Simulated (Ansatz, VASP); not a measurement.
# One calculation of TiAlF, two programs

```xyz
6
Lattice="3.5541 0.0000 0.0000 0.0000 3.5541 0.0000 0.0000 0.0000 7.2759" Properties=species:S:1:pos:R:3 pbc="T T T"
Ti    0.0000    1.7770    5.1345
Ti    1.7770    0.0000    2.1413
Al    1.7770    1.7770    0.0000
Al    0.0000    0.0000    0.0000
F     0.0000    1.7770    3.0896
F     1.7770    0.0000    4.1863
```

Change from the starting cell: species swapped into the PrGeRu type (P4/nmm, No. 129).

Alike in both runs: functional PBE; k mesh 10 × 10 × 6; occupations gaussian, width 0.1 eV; collinear spin.

Ansatz relaxed the structure, and its values are those at the end. VASP's run is a single point on that final structure, the one shown.

|  | VASP | Ansatz |
| --- | --- | --- |
| version | VASP 6.6.1 | Ansatz 0.2.0 |
| potentials or method | VASP PAW PBE potentials, release 64 (Ti_sv, Al, F), cutoff 520 eV | scalar-relativistic, plane waves, PAW |
| valence electrons in the cell | 44 | 44 |

Ansatz gave:

* gap on the k mesh at the Fermi level (eV): none
* pressure (GPa): 0.0
* rms of the force components (eV/Å): 0.001
* net moment per atom (μB): 0.07
* size of the moment on the site where the two differ most (μB): 0.13

Problem. Estimate VASP's values.

Solution. gap on the k mesh at the Fermi level (eV): none; pressure (GPa): 0.0; rms of the force components (eV/Å): 0.027; net moment per atom (μB): 0.00; size of the moment on the site where the two differ most (μB): 0.00.

Site moments also hang on the region over which each program counts them. A gap of «none» marks a metal or a gap that the smearing closes.
